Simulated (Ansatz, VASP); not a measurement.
**Ca: VASP beside Ansatz**

```xyz
2
Lattice="0.0000 4.3667 4.3667 4.3667 0.0000 4.3667 4.3667 4.3667 0.0000" Properties=species:S:1:pos:R:3 pbc="T T T"
Ca    1.0917    1.0917    1.0917
Ca    7.6418    7.6418    7.6418
```

Alike in both runs: task single point; functional PBEsol; k mesh 8 × 8 × 8; occupations fermi-dirac, width 0.1 eV; no spin polarisation.

```csv
,VASP,Ansatz
version,VASP 6.6.1,Ansatz 0.2.0
potentials or method,"VASP PAW PBE potentials, release 64 (Ca_sv), cutoff 520 eV","plane waves (420 eV) with PAW, scalar-relativistic"
valence electrons in the cell,20,20
```

```tsv
	VASP	Ansatz	Ansatz less VASP
pressure (GPa)	-0.4	-0.4	+0.01
```

VASP's potentials were made for PBE, not for PBEsol, and Ansatz warns of the same on its side.
